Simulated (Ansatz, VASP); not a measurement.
# TiC: VASP beside Ansatz

Contents of INCAR:

```
  PREC = Accurate
  ENCUT = 520
  EDIFF = 1E-7
  ISMEAR = 0
  SIGMA = 0.15
  LREAL = False
  LASPH = True
  NELM = 60
  ALGO = Normal
  ISIF = 2
  LWAVE = False
  LCHARG = True
  GGA = PE
  LELF = True
  LVHAR = True
  NBANDS = 15
```

The input KPOINTS:

```
regular mesh
0
Gamma
  18 18 18
```

The input POSCAR:

```
TiC
1.0
    0.0000000000      2.1640000000      2.1640000000
    2.1640000000      0.0000000000      2.1640000000
    2.1640000000      2.1640000000      0.0000000000
Ti C
1 1
Direct
    0.0000000000      0.0000000000      0.0000000000
    0.4884473198      0.5115526802      0.4884473198
```

Input for Ansatz:

```yaml
crystal:
  lattice:
    - [0.0, 2.164, 2.164]
    - [2.164, 0.0, 2.164]
    - [2.164, 2.164, 0.0]
  atoms:
    - { symbol: Ti, position: [0.0, 0.0, 0.0] }
    - { symbol: C, position: [0.4884473198, 0.5115526802, 0.4884473198] }
basis:
  ecutwfc: 420
kpoints:
  mp_grid: { grid: [18, 18, 18] }
hamiltonian:
  xc: pbe
scf:
  occupations: { method: gaussian, width: 0.15 }
output:
  forces: true
  stress: true
  eigenvalues: true
  write_density: true
  write_potential: true
  elf: true
  volumetric_format: npy
```

Change from the starting cell: all C atoms moved -0.050 Å, as atom 2 along Cartesian [0 1 0].

Alike in both runs: task single point; functional PBE; k mesh 18 × 18 × 18; occupations gaussian, width 0.15 eV; no spin polarisation.

|  | VASP | Ansatz |
| --- | --- | --- |
| version | VASP 6.6.1 | Ansatz 0.2.0 |
| potentials or method | VASP PAW PBE potentials, release 64 (Ti_sv, C), cutoff 520 eV | scalar-relativistic, plane waves, PAW |
| valence electrons in the cell | 16 | 16 |

```tsv
	VASP	Ansatz	Ansatz less VASP
gap on the k mesh at the Fermi level (eV)	none	none	-
pressure (GPa)	1.4	1.2	-0.21
traceless stress, the component that is largest in VASP (GPa)	0.46	0.46	-0.005
rms of the force components (eV/Å)	0.271	0.270	-0.0011
```

Atom by atom the forces differ by 0.001 eV/Å (rms over components). A gap of «none» marks a metal or a gap that the smearing closes. The functional is the same, so the differences come from potentials, cutoffs and numerics.
